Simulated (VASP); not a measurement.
# SiC (P6_3mc) in VASP: a series of runs, part 2 of 2

VASP 6.6.1. Earlier steps stand in the parts before.

## (3) Single point, PBE (volume changed by -3%)

The input, INCAR:

```
PREC = Accurate
ENCUT = 520
EDIFF = 1E-6
ISMEAR = 0
SIGMA = 0.01
LREAL = False
LASPH = True
NELM = 100
ALGO = Normal
ISIF = 2
LWAVE = False
LCHARG = False
GGA = PE
NBANDS = 16
```

The input, KPOINTS:

```
Automatic mesh
0
Gamma
  9 9 4
```

The input, POSCAR:

```
SiC
1.0
    3.0605946504      0.0000000000      0.0000000000
   -1.5302973252      2.6505527179      0.0000000000
    0.0000000000      0.0000000000      5.0230145198
Si C
2 2
Direct
    0.3333333333      0.6666666667     -0.0004133931
    0.6666666667      0.3333333333      0.4995866069
    0.3333333333      0.6666666667      0.3754133931
    0.6666666667      0.3333333333      0.8754133931
```

Potentials or basis: VASP PAW PBE potentials, release 64 (Si, C).

Command:

```console
cat potpaw_PBE.64/Si/POTCAR potpaw_PBE.64/C/POTCAR > POTCAR
mpirun -np 1 vasp_std > vasp.out
```

OUTCAR:

```text
PREC = Accurate
   ENCUT = 520
   EDIFF = 1E-6
   ISMEAR = 0
   LREAL = False
   LASPH = True
   NELM = 100
   ISIF = 2
   GGA = PE

 ion  position               nearest neighbor table
   1  0.333  0.667  1.000-   4 1.87   4 1.87   4 1.87   3 1.89   2 3.07   2 3.07   2 3.07   2 3.07
                             2 3.07   2 3.07
   2  0.667  0.333  0.500-   3 1.87   3 1.87   3 1.87   4 1.89   1 3.07   1 3.07   1 3.07   1 3.07
                             1 3.07   1 3.07
   3  0.333  0.667  0.375-   2 1.87   2 1.87   2 1.87   1 1.89
   4  0.667  0.333  0.875-   1 1.87   1 1.87   1 1.87   2 1.89

  LATTYP: Found a hexagonal cell.
 ALAT       =     3.0605946504
 C/A-ratio  =     1.6411890804

  Lattice vectors:

 A1 = (   3.0605946504,   0.0000000000,   0.0000000000)
 A2 = (  -1.5302973252,   2.6505527179,   0.0000000000)
 A3 = (   0.0000000000,   0.0000000000,   5.0230145198)

Analysis of symmetry for initial positions (statically):
=====================================================================
 Subroutine PRICEL returns:
 Original cell was already a primitive cell.

 Routine SETGRP: Setting up the symmetry group for a
 hexagonal supercell.

[... 169 lines left out ...]
  free energy    TOTEN  =       -30.08386003 eV

  energy without entropy =      -30.08386003  energy(sigma->0) =      -30.08386003

 E-fermi :   8.5195     XC(G=0): -11.4159

 val. band max:        8.4308939600   @ k =   0.0000   0.0000   0.0000
 cond. band min:      10.6791530459   @ k =   0.3333   0.3333   0.0000
 fundamental gap:      2.2482590859
 Fermi energy:         8.5195019045

 k-point     1 :       0.0000    0.0000    0.0000
  band No.  band energies     occupation
      1      -7.2588      2.00000
      2      -3.6361      2.00000
      3      -0.3532      2.00000
      4       7.1072      2.00000
      5       7.1072      2.00000
      6       8.3187      2.00000
[... 433 lines left out ...]
      3       1.2613      2.00000
      4       1.2613      2.00000
      5       1.8954      2.00000
      6       3.8649      2.00000
[... 8 lines left out ...]
     15      20.5394      0.00000
     16      21.1834      0.00000

 [... further k-points ...]
[... 5 lines left out ...]
  --------------------------------------------------------------------------------------
  -------------------------------------------------------------------------------------
  Total        1.7602552      1.7602552      1.7112500      0.0000000      0.0000000     -0.0000000
  in kB       69.2117028     69.2117028     67.2848610      0.0000000      0.0000000     -0.0000000
  external PRESSURE =      68.5694222 kB  Pullay stress =       0.0000000 kB

 VOLUME and BASIS-vectors are now :
 -----------------------------------------------------------------------------
  energy-cutoff  :      520.00
  volume of cell :       40.75
      direct lattice vectors                 reciprocal lattice vectors
     3.060594650  0.000000000  0.000000000     0.326733891  0.188639900  0.000000000
    -1.530297325  2.650552718  0.000000000     0.000000000  0.377279800  0.000000000
     0.000000000  0.000000000  5.023014520     0.000000000  0.000000000  0.199083637

 POSITION                                       TOTAL-FORCE (eV/Angst)
 -----------------------------------------------------------------------------------
     -0.00000      1.76704      5.02094         0.000000     -0.000000      0.003534
      1.53030      0.88352      2.50943        -0.000000      0.000000      0.003534
     -0.00000      1.76704      1.88571         0.000000      0.000000     -0.003534
      1.53030      0.88352      4.39721        -0.000000      0.000000     -0.003534
 -----------------------------------------------------------------------------------
    total drift:                               -0.000000      0.000000     -0.000090

  FREE ENERGIE OF THE ION-ELECTRON SYSTEM (eV)
  ---------------------------------------------------
  free  energy   TOTEN  =       -30.0838600261 eV

  energy  without entropy=      -30.0838600261  energy(sigma->0) =      -30.08386003
```

Wall time 17 s (1 thread of Intel Xeon 6975P-C, shared host); peak memory 0.16 GiB.

What came out:

```yaml
Free_energy: -30.0839 eV
Pressure: 6.9 GPa
Largest_force: 0.004 eV/Å
Band_gap_on_the_k_mesh: 2.25 eV, indirect (least direct gap 4.04 eV)
```

Forces on the atoms (eV/Å):
```
Si   0.000  0.000  0.004
Si   0.000  0.000  0.004
C    0.000  0.000 -0.004
C    0.000  0.000 -0.004
```

Levels at points of the mesh, in eV from the valence-band top:
```
           k point  band 6  band 7  band 8  band 9  band 10  band 11
(0.00, 0.00, 0.00)   -0.11    0.00    0.00    4.93     6.37     6.76
(0.00, 0.00, 0.50)   -0.72   -0.72   -0.72    6.03     6.03     7.43
```

Caveat: the cell differs from its parent crystal (volume changed by -3%). A k mesh can miss the band edges.

## (4) Single point, PBE

This run uses another cell than the first one, of 10.50 Å³/atom, 1.064 times its volume.

The input, INCAR:

```
SYSTEM = SiC
PREC     = Accurate       ! precision mode
ENCUT    = 520            ! plane-wave cutoff, eV
EDIFF    = 1E-7           ! SCF threshold, eV
ISMEAR   = 0              ! smearing method
SIGMA    = 0.01           ! smearing width, eV
LREAL    = .FALSE.        ! projectors in reciprocal space
LASPH    = .TRUE.         ! aspherical terms in the spheres
NELM     = 80             ! most SCF steps
ALGO     = Normal         ! electronic algorithm
ISIF     = 2              ! what is computed and relaxed
LWAVE    = .FALSE.        ! write WAVECAR
LCHARG   = .FALSE.        ! write CHGCAR
GGA      = PE             ! functional
NBANDS   = 16             ! bands
```

The input, KPOINTS:

```
Automatic mesh
0
G
  9 9 4
  0 0 0
```

The input, POSCAR:

```
SiC
1.0
    3.0918273652      0.0000000000      0.0000000000
   -1.5459136826      2.6776010424      0.0000000000
    0.0000000000      0.0000000000      5.0742733103
Si C
2 2
Direct
    0.3333333333      0.6666666667     -0.0004133931
    0.6666666667      0.3333333333      0.4995866069
    0.3333333333      0.6666666667      0.3754133931
    0.6666666667      0.3333333333      0.8754133931
```

Command:

```console
cat potpaw_PBE.64/Si/POTCAR potpaw_PBE.64/C/POTCAR > POTCAR
mpirun -np 1 vasp_std > vasp.out
```

Wall time 18 s (1 thread of Intel Xeon 6975P-C, shared host); peak memory 0.16 GiB.

Results (log left out):

```
Free energy            : -30.1104 eV
Pressure               : 0.0 GPa
Band gap on the k mesh : 2.30 eV, indirect (least direct gap 3.98 eV)
```

Levels at points of the mesh, in eV from the valence-band top:
| k point | band 4 | band 5 | band 6 | band 7 | band 8 | band 9 | band 10 | band 11 | band 12 | band 13 |
| --- | --- | --- | --- | --- | --- | --- | --- | --- | --- | --- |
| (0.00, 0.00, 0.00) | -1.31 | -1.31 | -0.11 | 0.00 | 0.00 | 4.67 | 6.04 | 6.58 | 6.58 | 7.62 |
| (0.00, 0.00, 0.50) | -4.41 | -0.71 | -0.71 | -0.71 | -0.71 | 5.76 | 5.76 | 7.27 | 7.27 | 7.27 |

## (5) Single point, PBE (volume changed by +3%)

The input, INCAR:

```
SYSTEM = SiC
PREC = Accurate
ENCUT = 520
EDIFF = 1E-6
ISMEAR = 0
SIGMA = 0.01
LREAL = .FALSE.
LASPH = .TRUE.
NELM = 80
ALGO = Normal
ISIF = 2
LWAVE = .FALSE.
LCHARG = .TRUE.
GGA = PE
LELF = .TRUE.
LVHAR = .TRUE.
NBANDS = 16
```

KPOINTS is that of step 4.

The input, POSCAR:

```
SiC
1.0
    3.1224415083      0.0000000000      0.0000000000
   -1.5612207542      2.7041136680      0.0000000000
    0.0000000000      0.0000000000      5.1245169077
Si C
2 2
Direct
    0.3333333333      0.6666666667     -0.0004133931
    0.6666666667      0.3333333333      0.4995866069
    0.3333333333      0.6666666667      0.3754133931
    0.6666666667      0.3333333333      0.8754133931
```

Command:

```console
cat potpaw_PBE.64/Si/POTCAR potpaw_PBE.64/C/POTCAR > POTCAR
mpirun -np 1 vasp_std > vasp.out
```

Wall time 20 s (1 thread of Intel Xeon 6975P-C, shared host); peak memory 0.16 GiB.

Results (log left out):

```yaml
Free_energy: -30.0866 eV
Pressure: -6.0 GPa
Largest_force: 0.007 eV/Å
Band_gap_on_the_k_mesh: 2.35 eV, indirect (least direct gap 3.92 eV)
```

Forces on the atoms (eV/Å):
```
Si   0.000  0.000 -0.007
Si   0.000  0.000 -0.007
C    0.000  0.000  0.007
C    0.000  0.000  0.007
```

Stress tensor (GPa, compression positive):
```
-6.01  0.00  0.00
 0.00 -6.01  0.00
 0.00  0.00 -5.90
```

Levels at points of the mesh, in eV from the valence-band top:
```tsv
k point	band 4	band 5	band 6	band 7	band 8	band 9	band 10	band 11	band 12	band 13
(0.00, 0.00, 0.00)	-1.29	-1.29	-0.11	0.00	0.00	4.43	5.73	6.40	6.40	7.38
(0.00, 0.00, 0.50)	-4.35	-0.70	-0.70	-0.70	-0.70	5.51	5.51	7.11	7.11	7.11
```

Caveat: the cell differs from its parent crystal (volume changed by +3%).

## (6) Single point, PBE (volume changed by +6%)

Edit INCAR of step 5 so:

```diff
@@ -8,3 +8,3 @@
 LASPH = .TRUE.
-NELM = 80
+NELM = 100
 ALGO = Normal
```

The input, KPOINTS:

```
regular mesh
0
G
  9 9 4
  0 0 0
```

The input, POSCAR:

```
SiC
1.0
    3.1524668263      0.0000000000      0.0000000000
   -1.5762334132      2.7301163561      0.0000000000
    0.0000000000      0.0000000000      5.1737941317
Si C
2 2
Direct
    0.3333333333      0.6666666667     -0.0004133931
    0.6666666667      0.3333333333      0.4995866069
    0.3333333333      0.6666666667      0.3754133931
    0.6666666667      0.3333333333      0.8754133931
```

Potentials or basis: VASP PAW PBE potentials, release 64 (Si, C).

Command:

```console
cat potpaw_PBE.64/Si/POTCAR potpaw_PBE.64/C/POTCAR > POTCAR
mpirun -np 1 vasp_std > vasp.out
```

Run time: 18 s. Hardware: 1 thread of Intel Xeon 6975P-C, shared host; peak memory 0.16 GiB.

It converged, with:

```yaml
Free_energy: -30.0193 eV
Pressure: -11.1 GPa
Largest_force: 0.012 eV/Å
Band_gap_on_the_k_mesh: 2.40 eV, indirect (least direct gap 3.86 eV)
```

Forces on the atoms (eV/Å):
```
Si   0.000  0.000 -0.012
Si   0.000  0.000 -0.012
C    0.000  0.000  0.012
C    0.000  0.000  0.012
```

Stress tensor (GPa, compression positive):
```
-11.17   0.00   0.00
  0.00 -11.17   0.00
  0.00   0.00 -10.94
```

Levels at points of the mesh, in eV from the valence-band top:
```
           k point  band 5  band 6  band 7  band 8  band 9  band 10  band 11  band 12
(0.00, 0.00, 0.00)   -1.28   -0.11    0.00    0.00    4.20     5.42     6.24     6.24
(0.00, 0.00, 0.50)   -0.69   -0.69   -0.69   -0.69    5.27     5.27     6.96     6.96
```

Caveat: the cell differs from its parent crystal (volume changed by +6%). A k mesh can miss the band edges.

## (7) Overview

```csv
cell,gap on the mesh (eV),pressure (GPa),largest force (eV/Å)
"a = 3.029, b = 3.029, c = 4.971 Å, angles 90.0, 90.0, 120.0°, 4 atoms",2.19,14.8,0.01
"a = 3.061, b = 3.061, c = 5.023 Å, angles 90.0, 90.0, 120.0°, 4 atoms",2.25,6.9,-
"a = 3.092, b = 3.092, c = 5.074 Å, angles 90.0, 90.0, 120.0°, 4 atoms",2.30,0.0,-
"a = 3.122, b = 3.122, c = 5.125 Å, angles 90.0, 90.0, 120.0°, 4 atoms",2.35,-6.0,0.01
"a = 3.152, b = 3.152, c = 5.174 Å, angles 90.0, 90.0, 120.0°, 4 atoms",2.40,-11.1,0.01
```

Alike in all rows: task single point; level PBE; potentials or basis VASP PAW PBE potentials, release 64 (Si, C); no spin polarisation; k mesh 9 × 9 × 4; cutoff (eV) 520; smearing gaussian 0.01 eV.

Absolute energies hang on the potentials; compare differences alone.
